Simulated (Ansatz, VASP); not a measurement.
# CuGe2F4 in VASP and in Ansatz

```xyz
7
Lattice="3.5546 0.0000 0.0000 0.0000 3.5546 0.0000 0.0000 0.0000 8.1243" Properties=species:S:1:pos:R:3 pbc="T T T"
Cu    1.7773    1.7773    0.0000
Ge    1.7773    0.0000    6.0864
Ge    0.0000    1.7773    2.0379
F     1.7773    0.0000    1.1473
F     0.0000    1.7773    6.9769
F     1.7773    1.7773    4.0621
F     0.0000    0.0000    4.0621
```

Change from the starting cell: species swapped into the La2MnSb4 type (P-4m2, No. 115).

Alike in both runs: task single point; functional PBE; k mesh 6 × 6 × 2; occupations gaussian, width 0.1 eV; collinear spin.

|  | VASP | Ansatz |
| --- | --- | --- |
| version | VASP 6.6.1 | Ansatz 0.2.0 |
| potentials or method | VASP PAW PBE potentials, release 64 (Cu, Ge_d, F), cutoff 520 eV | scalar-relativistic, plane waves, PAW |
| valence electrons in the cell | 67 | 75 |

VASP gave:

| Property | Result |
| --- | --- |
| gap on the k mesh at the Fermi level (eV) | none |
| pressure (GPa) | -4.4 |
| traceless stress, the component that is largest in VASP (GPa) | -14.87 |
| rms of the force components (eV/Å) | 1.032 |
| net moment per atom (μB) | 0.00 |

Q: Estimate Ansatz's values.

A: gap on the k mesh at the Fermi level (eV): none; pressure (GPa): -4.2; traceless stress, the component that is largest in VASP (GPa): -14.92; rms of the force components (eV/Å): 1.030; net moment per atom (μB): 0.00.

Atom by atom the forces differ by 0.006 eV/Å (rms over components). A gap of «none» marks a metal or a gap that the smearing closes. The functional is the same, so the differences come from potentials, cutoffs and numerics. VASP's potentials hold 67 valence electrons a cell and Ansatz's 75, so a difference there can come from the potentials and not from the codes. Ansatz's warnings: seeded moment not kept.

The k mesh is coarse, so the values compare programs but aren't converged.
